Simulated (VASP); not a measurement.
Input of a VASP 6.6.1 run:

The input INCAR:

```
  ALGO = Normal
  EDIFF = 1E-6
  ENCUT = 520
  GGA = PE
  ISIF = 2
  ISMEAR = 0
  LASPH = True
  LCHARG = True
  LELF = True
  LREAL = False
  LVHAR = True
  LWAVE = False
  NBANDS = 11
  NELM = 100
  PREC = Accurate
  SIGMA = 0.02
```

KPOINTS

```
k-points
0
Gamma
  10 10 10
```

Contents of POSCAR:

```
BAs
1.0
    0.0000000000      2.3553277948      2.3553277948
    2.3553277948      0.0000000000      2.3553277948
    2.3553277948      2.3553277948      0.0000000000
B As
1 1
Direct
    0.0000000000      0.0000000000      0.0000000000
    0.2500000000      0.2500000000      0.2500000000
```

Potentials or basis: VASP PAW PBE potentials, release 64 (B, As).

Command:

```console
$ cat potpaw_PBE.64/B/POTCAR potpaw_PBE.64/As/POTCAR > POTCAR
$ mpirun -np 1 vasp_std > vasp.out
```

Task: Predict the band gap on the k mesh.

Result: 1.13 eV, indirect (least direct gap 3.33 eV).

Task: Estimate the pressure.

Result: 10.1 GPa.

 A k mesh can miss the band edges.
